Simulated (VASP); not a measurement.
# MgS (I-4m2) in VASP: a series of runs

The runs below take MgS through single point, with HSE06.

All numbers are computed with VASP 6.6.1; they aren't measurements. Logs are shortened: lines on timing, memory, paths and dates and some standing lists are left out, and cuts for length are marked.

## 1. The cell of the first run

Symmetry: I-4m2, No. 119, tetragonal system. Conventional cell: a = 4.003 Å, b = 4.003 Å, c = 5.492 Å, α = 90.00°, β = 90.00°, γ = 90.00°. Within 3.2 Å of Mg (site symmetry -4m2) lie 4 S at 2.43 Å. Within 3.2 Å of S (site symmetry -4m2) lie 4 Mg at 2.43 Å.

## 2. Single point, HSE06 (uniaxial z strain -3.0%)

POSCAR

```
MgS
1.0
    0.0000000000      2.8308768412      2.7459505360
    2.8308768412      0.0000000000      2.7459505360
    2.8308768412      2.8308768412      0.0000000000
Mg S
1 1
Direct
    0.0000000000      0.0000000000      0.0000000000
    0.2500000000      0.2500000000      0.2500000000
```

INCAR.step1

```
ALGO = Normal ; EDIFF = 1E-5
ENCUT = 520 ; GGA = PE
ISIF = 2 ; ISMEAR = 0
LASPH = True ; LCHARG = False
LREAL = False ; LWAVE = True
NBANDS = 11 ; NELM = 60
PREC = Accurate ; SIGMA = 0.01
```

INCAR.step2

```
ALGO = Normal ; EDIFF = 1E-6
ENCUT = 520 ; GGA = PE
HFSCREEN = 0.2079 ; ISIF = 2
ISMEAR = 0 ; ISTART = 1
LASPH = True ; LCHARG = False
LHFCALC = True ; LREAL = False
LWAVE = False ; NBANDS = 11
NELM = 60 ; PREC = Accurate
PRECFOCK = Normal ; SIGMA = 0.01
```

KPOINTS

```
k-points
0
Gamma
  6 6 6
```

Potentials or basis: VASP PAW PBE potentials, release 64 (Mg, S).

Command:

```bash
$ cat potpaw_PBE.64/Mg/POTCAR potpaw_PBE.64/S/POTCAR > POTCAR
$ cp INCAR.step1 INCAR
$ mpirun -np 1 vasp_std > vasp.out
$ cp INCAR.step2 INCAR
$ mpirun -np 1 vasp_std > vasp.out
```

OUTCAR:

```text
EDIFF = 1E-6
   ENCUT = 520
   GGA = PE
   HFSCREEN = 0.2079
   ISIF = 2
   ISMEAR = 0
   ISTART = 1
   LASPH = True
   LHFCALC = True
   LREAL = False
   NELM = 60
   PREC = Accurate
   PRECFOCK = Normal

 ion  position               nearest neighbor table
   1  0.000  0.000  0.000-   2 2.43   2 2.43   2 2.43   2 2.43
   2  0.250  0.250  0.250-   1 2.43   1 2.43   1 2.43   1 2.43

  LATTYP: Found a body centered tetragonal cell.
 ALAT       =     4.0034644222
 C/A-ratio  =     1.3717871555

  Lattice vectors:

 A1 = (   0.0000000000,  -2.8308768412,  -2.7459505360)
 A2 = (   0.0000000000,   2.8308768412,  -2.7459505360)
 A3 = (   2.8308768412,   0.0000000000,   2.7459505360)

Analysis of symmetry for initial positions (statically):
=====================================================================
 Subroutine PRICEL returns:
 Original cell was already a primitive cell.

 Routine SETGRP: Setting up the symmetry group for a
 body centered tetragonal supercell.

 Subroutine GETGRP returns: Found  8 space group operations
 (whereof  8 operations were pure point group operations)
 out of a pool of 16 trial point group operations.

The static configuration has the point symmetry D_2d.

Analysis of symmetry for dynamics (positions and initial velocities):
=====================================================================
 Subroutine PRICEL returns:
 Original cell was already a primitive cell.

 Routine SETGRP: Setting up the symmetry group for a
 body centered tetragonal supercell.

 Subroutine GETGRP returns: Found  8 space group operations
 (whereof  8 operations were pure point group operations)
 out of a pool of 16 trial point group operations.

The dynamic configuration has the point symmetry D_2d.

 Subroutine INISYM returns: Found  8 space group operations
 (whereof  8 operations are pure point group operations),
 and found     1 'primitive' translations

----------------------------------------------------------------------------------------

                                     Primitive cell

  volume of cell :      44.0113

  direct lattice vectors                    reciprocal lattice vectors
     0.000000000  2.830876841  2.745950536    -0.176623721  0.176623721  0.182086310
     2.830876841  0.000000000  2.745950536     0.176623721 -0.176623721  0.182086310
[... 100 lines left out ...]
   ISMEAR =     0;   SIGMA  =   0.01  broadening in eV -4-tet -1-fermi 0-gaus
   EFERMI_NEDOS =   21; number of points for ismear=-14 and -15
   IALGO  =     38    algorithm
   IMIX   =      1    mixing-type and parameters
     AMIX     =   0.40;   BMIX     =  1.00
     AMIX_MAG =   1.60;   BMIX_MAG =  1.00
  volume/ion in A,a.u.               =      22.01       148.50
  Fermi-wavevector in a.u.,A,eV,Ry     =   0.927363  1.752463 11.701049  0.860003
  Thomas-Fermi vector in A             =   2.053425
   LORBIT       =      0    0 simple, 1 ext, 2 COOP (PROOUT), +10 PAW based schemes
   GGA     = PE    functional components
   LHFCALC =     T    Hartree Fock is set to
   PRECFOCK=normal    Normal, Fast or Accurate (Low or Medium for compatibility)
   ENCUT4O =  -1.0   cutoff for four orbital integrals eV
   NKREDX  =     1    reduce k-point grid by
   NKREDY  =     1    reduce k-point grid by
   NKREDZ  =     1    reduce k-point grid by
   AEXX    =    0.2500 exact exchange contribution
   HFSCREEN=    0.2079 screening length (either q_TF or 0.3 A-1)
   HFSCREENC=   0.2079 screening length for correlation (either q_TF or 0.3 A-1)
   ENCUTFOCK=  -1.0 apply spherical cutoff to Coloumb kernel
   IVDW    =     0    specifies the selected vdW correction
   LEPSILON=     F    determine dielectric tensor
   LRPA    =     F    only Hartree local field effects (RPA)
 non-spin polarized calculation
 Gauss-broadening in eV      SIGMA  =   0.01
  energy-cutoff  :      520.00
  volume of cell :       44.01
 maximum number of plane-waves:      1219
 NGX is ok and might be reduce to    30
  NGX = 24; NGY = 24; NGZ = 24

 number of electron       8.0000000 magnetization

 Free energy of the ion-electron system (eV)
  ---------------------------------------------------
  ext. energy  EPLUGINS =         0.00000000
  ---------------------------------------------------
  free energy    TOTEN  =        -9.83697172 eV

  energy without entropy =       -9.83697172  energy(sigma->0) =       -9.83697172

 E-fermi :   0.6938     XC(G=0):  -7.1134

 val. band max:        0.5738321168   @ k =   0.0000   0.0000   0.0000
 cond. band min:       5.1935016961   @ k =   0.0000   0.0000   0.0000
 fundamental gap:      4.6196695792
 Fermi energy:         0.6938118196

 k-point     1 :       0.0000    0.0000    0.0000
  band No.  band energies     occupation
      1     -12.0125      2.00000
      2       0.4961      2.00000
      3       0.4961      2.00000
      4       0.5738      2.00000
      5       5.1935      0.00000
      6       9.7847      0.00000
      7       9.7847      0.00000
      8       9.8204      0.00000
      9      12.5243      0.00000
     10      13.0441      0.00000
     11      15.7125      0.00000
[... 309 lines left out ...]
 k-point    24 :       0.5000   -0.0000    0.3333
  band No.  band energies     occupation
      1     -11.0361      2.00000
      2      -2.4259      2.00000
      3      -0.9954      2.00000
      4      -0.4194      2.00000
      5       6.1595      0.00000
      6       8.2149      0.00000
      7      11.4656      0.00000
      8      12.4884      0.00000
      9      14.0025      0.00000
     10      15.7104      0.00000
     11      16.8639      0.00000

 [... further k-points ...]

------------------------ aborting loop because EDIFF is reached ----------------------------------------

  FORCE on cell =-STRESS in cart. coord.  units (eV):
  Direction    XX          YY          ZZ          XY          YZ          ZX
  --------------------------------------------------------------------------------------
  -------------------------------------------------------------------------------------
  Total        0.4328473      0.4328473      0.5903381      0.0000000      0.0000000      0.0000000
  in kB       15.7572587     15.7572587     21.4905103      0.0000000      0.0000000      0.0000000
  external PRESSURE =      17.6683426 kB  Pullay stress =       0.0000000 kB

 VOLUME and BASIS-vectors are now :
 -----------------------------------------------------------------------------
  energy-cutoff  :      520.00
  volume of cell :       44.01
      direct lattice vectors                 reciprocal lattice vectors
     0.000000000  2.830876841  2.745950536    -0.176623721  0.176623721  0.182086310
     2.830876841  0.000000000  2.745950536     0.176623721 -0.176623721  0.182086310
     2.830876841  2.830876841  0.000000000     0.176623721  0.176623721 -0.182086310

 POSITION                                       TOTAL-FORCE (eV/Angst)
 -----------------------------------------------------------------------------------
      0.00000      0.00000      0.00000         0.000000      0.000000      0.000000
      1.41544      1.41544      1.37298        -0.000000     -0.000000     -0.000000
 -----------------------------------------------------------------------------------
    total drift:                               -0.000000     -0.000000     -0.000000

  FREE ENERGIE OF THE ION-ELECTRON SYSTEM (eV)
  ---------------------------------------------------
  free  energy   TOTEN  =        -9.8369717165 eV

  energy  without entropy=       -9.8369717165  energy(sigma->0) =       -9.83697172
```

OSZICAR.step1:

```text
N       E                     dE             d eps       ncg     rms          rms(c)
DAV:   1     0.252751316332E+02    0.25275E+02   -0.34726E+03   668   0.584E+02
DAV:   2    -0.707740866308E+01   -0.32353E+02   -0.30616E+02   827   0.977E+01
DAV:   3    -0.895015743929E+01   -0.18727E+01   -0.18702E+01   789   0.265E+01
DAV:   4    -0.896575785623E+01   -0.15600E-01   -0.15598E-01   815   0.290E+00
DAV:   5    -0.896593443680E+01   -0.17658E-03   -0.17658E-03   838   0.300E-01    0.412E+00
DAV:   6    -0.848166263368E+01    0.48427E+00   -0.11829E+00   726   0.409E+00    0.319E+00
DAV:   7    -0.844572636465E+01    0.35936E-01   -0.27480E-01   777   0.215E+00    0.249E+00
DAV:   8    -0.845317386102E+01   -0.74475E-02   -0.22773E-02   726   0.912E-01    0.140E+00
DAV:   9    -0.845233956519E+01    0.83430E-03   -0.23871E-03   756   0.244E-01    0.430E-01
DAV:  10    -0.845253155710E+01   -0.19199E-03   -0.59598E-04   765   0.116E-01    0.831E-02
DAV:  11    -0.845253740597E+01   -0.58489E-05   -0.52127E-05   800   0.299E-02
   1 F= -.84525374E+01 E0= -.84525374E+01  d E =-.105832E-59
```

It took 16 min on 1 thread of AMD EPYC 7R13 (Zen 3), shared host; peak memory 0.27 GiB.

What came out:

```
Free energy            : -9.8370 eV
Pressure               : 1.8 GPa
Band gap on the k mesh : 4.62 eV
```

Levels at points of the mesh, in eV from the valence-band top:
```tsv
k point	band 1	band 2	band 3	band 4	band 5	band 6	band 7	band 8
(0.00, 0.00, 0.00)	-12.59	-0.08	-0.08	0.00	4.62	9.21	9.21	9.25
(0.50, 0.00, 0.00)	-11.78	-3.56	-0.50	-0.34	6.28	8.67	9.01	9.96
(0.50, 0.50, 0.00)	-11.49	-3.10	-1.33	-1.33	4.73	6.59	13.15	13.87
(0.50, 0.00, 0.50)	-11.54	-3.25	-1.18	-1.15	4.81	6.82	12.76	13.68
```

Caveat: the cell differs from its parent crystal (uniaxial z strain -3.0%); the structure was generated, so it needn't be the stable form of MgS; the PAW data sets were made with another functional, which shifts forces and pressure a little.

## 3. Single point, HSE06 (uniaxial z strain -2.0%)

POSCAR

```
MgS
1.0
    0.0000000000      2.8308768412      2.7742593044
    2.8308768412      0.0000000000      2.7742593044
    2.8308768412      2.8308768412      0.0000000000
Mg S
1 1
Direct
    0.0000000000      0.0000000000      0.0000000000
    0.2500000000      0.2500000000      0.2500000000
```

INCAR.step1

```
SYSTEM = MgS
  PREC = Accurate
  ENCUT = 520
  EDIFF = 1E-5
  ISMEAR = 0
  SIGMA = 0.01
  LREAL = .FALSE.
  LASPH = .TRUE.
  NELM = 100
  ALGO = Normal
  ISIF = 2
  LWAVE = .TRUE.
  LCHARG = .FALSE.
  NBANDS = 11
  GGA = PE
```

INCAR.step2

```
SYSTEM = MgS
  PREC = Accurate
  ENCUT = 520
  EDIFF = 1E-7
  ISMEAR = 0
  SIGMA = 0.01
  LREAL = .FALSE.
  LASPH = .TRUE.
  NELM = 100
  ALGO = Normal
  ISIF = 2
  LWAVE = .FALSE.
  LCHARG = .FALSE.
  GGA = PE
  LHFCALC = .TRUE.
  HFSCREEN = 0.2079
  PRECFOCK = Normal
  NBANDS = 11
  ISTART = 1
```

KPOINTS

```
Automatic mesh
0
G
  6 6 6
  0 0 0
```

Potentials or basis: VASP PAW PBE potentials, release 64 (Mg, S).

Command:

```bash
$ cat potpaw_PBE.64/Mg/POTCAR potpaw_PBE.64/S/POTCAR > POTCAR
$ cp INCAR.step1 INCAR
$ mpirun -np 1 vasp_std > vasp.out
$ cp INCAR.step2 INCAR
$ mpirun -np 1 vasp_std > vasp.out
```

OUTCAR:

```text
SYSTEM = MgS
   PREC = Accurate
   ENCUT = 520
   EDIFF = 1E-7
   ISMEAR = 0
   LREAL = .FALSE.
   LASPH = .TRUE.
   NELM = 100
   ISIF = 2
   GGA = PE
   LHFCALC = .TRUE.
   HFSCREEN = 0.2079
   PRECFOCK = Normal
   ISTART = 1

 ion  position               nearest neighbor table
   1  0.000  0.000  0.000-   2 2.44   2 2.44   2 2.44   2 2.44
   2  0.250  0.250  0.250-   1 2.44   1 2.44   1 2.44   1 2.44

  LATTYP: Found a body centered tetragonal cell.
 ALAT       =     4.0034644222
 C/A-ratio  =     1.3859292911

  Lattice vectors:

 A1 = (   0.0000000000,  -2.8308768412,  -2.7742593044)
 A2 = (   0.0000000000,   2.8308768412,  -2.7742593044)
 A3 = (   2.8308768412,   0.0000000000,   2.7742593044)

Analysis of symmetry for initial positions (statically):
=====================================================================
 Subroutine PRICEL returns:
 Original cell was already a primitive cell.

 Routine SETGRP: Setting up the symmetry group for a
 body centered tetragonal supercell.

 Subroutine GETGRP returns: Found  8 space group operations
 (whereof  8 operations were pure point group operations)
 out of a pool of 16 trial point group operations.
[... 183 lines left out ...]
      3       0.4392      2.00000
      4       0.4916      2.00000
      5       5.0748      0.00000
      6       9.6925      0.00000
      7       9.6925      0.00000
      8       9.7152      0.00000
      9      12.5256      0.00000
     10      12.8740      0.00000
     11      15.6736      0.00000
[... 309 lines left out ...]
 k-point    24 :       0.5000   -0.0000    0.3333
  band No.  band energies     occupation
      1     -11.0800      2.00000
      2      -2.4496      2.00000
      3      -1.0490      2.00000
      4      -0.4910      2.00000
      5       6.0831      0.00000
      6       8.0996      0.00000
      7      11.3668      0.00000
      8      12.3585      0.00000
      9      13.8403      0.00000
     10      15.6238      0.00000
     11      16.7129      0.00000

 [... further k-points ...]

------------------------ aborting loop because EDIFF is reached ----------------------------------------

  FORCE on cell =-STRESS in cart. coord.  units (eV):
  Direction    XX          YY          ZZ          XY          YZ          ZX
  --------------------------------------------------------------------------------------
  -------------------------------------------------------------------------------------
  Total        0.2695794      0.2695794      0.3837767      0.0000000     -0.0000000     -0.0000000
  in kB        9.7135580      9.7135580     13.8283452      0.0000000     -0.0000000     -0.0000000
  external PRESSURE =      11.0851537 kB  Pullay stress =       0.0000000 kB

 VOLUME and BASIS-vectors are now :
 -----------------------------------------------------------------------------
  energy-cutoff  :      520.00
  volume of cell :       44.47
      direct lattice vectors                 reciprocal lattice vectors
     0.000000000  2.830876841  2.774259304    -0.176623721  0.176623721  0.180228286
     2.830876841  0.000000000  2.774259304     0.176623721 -0.176623721  0.180228286
     2.830876841  2.830876841  0.000000000     0.176623721  0.176623721 -0.180228286

 POSITION                                       TOTAL-FORCE (eV/Angst)
 -----------------------------------------------------------------------------------
      0.00000      0.00000      0.00000        -0.000000     -0.000000     -0.000000
      1.41544      1.41544      1.38713         0.000000      0.000000      0.000000
 -----------------------------------------------------------------------------------
    total drift:                               -0.000000     -0.000000      0.000000

  FREE ENERGIE OF THE ION-ELECTRON SYSTEM (eV)
  ---------------------------------------------------
  free  energy   TOTEN  =        -9.8420566755 eV

  energy  without entropy=       -9.8420566755  energy(sigma->0) =       -9.84205668
```

OUTCAR.step1:

```text
SYSTEM = MgS
   PREC = Accurate
   ENCUT = 520
   EDIFF = 1E-5
   ISMEAR = 0
   LREAL = .FALSE.
   LASPH = .TRUE.
[... 559 lines left out ...]
      0.00000      0.00000      0.00000         0.000000      0.000000      0.000000
      1.41544      1.41544      1.38713        -0.000000     -0.000000     -0.000000
 -----------------------------------------------------------------------------------
    total drift:                               -0.000000     -0.000000     -0.000000

  FREE ENERGIE OF THE ION-ELECTRON SYSTEM (eV)
  ---------------------------------------------------
  free  energy   TOTEN  =        -8.4605230892 eV

  energy  without entropy=       -8.4605230892  energy(sigma->0) =       -8.46052309
```

OSZICAR.step1:

```text
N       E                     dE             d eps       ncg     rms          rms(c)
DAV:   1     0.255506279536E+02    0.25551E+02   -0.34525E+03   660   0.576E+02
DAV:   2    -0.711285498372E+01   -0.32663E+02   -0.31833E+02   856   0.994E+01
DAV:   3    -0.896004776441E+01   -0.18472E+01   -0.18437E+01   782   0.261E+01
DAV:   4    -0.897495417664E+01   -0.14906E-01   -0.14905E-01   818   0.288E+00
DAV:   5    -0.897512277780E+01   -0.16860E-03   -0.16860E-03   820   0.291E-01    0.409E+00
DAV:   6    -0.848908082868E+01    0.48604E+00   -0.11981E+00   735   0.410E+00    0.316E+00
DAV:   7    -0.845363717687E+01    0.35444E-01   -0.27305E-01   768   0.214E+00    0.247E+00
DAV:   8    -0.846115681530E+01   -0.75196E-02   -0.22850E-02   729   0.914E-01    0.138E+00
DAV:   9    -0.846031911530E+01    0.83770E-03   -0.23532E-03   771   0.242E-01    0.433E-01
DAV:  10    -0.846051822258E+01   -0.19911E-03   -0.62064E-04   756   0.118E-01    0.868E-02
DAV:  11    -0.846052308915E+01   -0.48666E-05   -0.52932E-05   802   0.298E-02
   1 F= -.84605231E+01 E0= -.84605231E+01  d E =-.275771E-38
```

Run time: 19 min. Hardware: 1 thread of AMD EPYC 7R13 (Zen 3), shared host; peak memory 0.27 GiB.

Results:

- Free energy: -9.8421 eV
- Pressure: 1.1 GPa
- Band gap on the k mesh: 4.58 eV

Caveat: the cell differs from its parent crystal (uniaxial z strain -2.0%); the structure was generated, so it needn't be the stable form of MgS; the PAW data sets were made with another functional, which shifts forces and pressure a little.
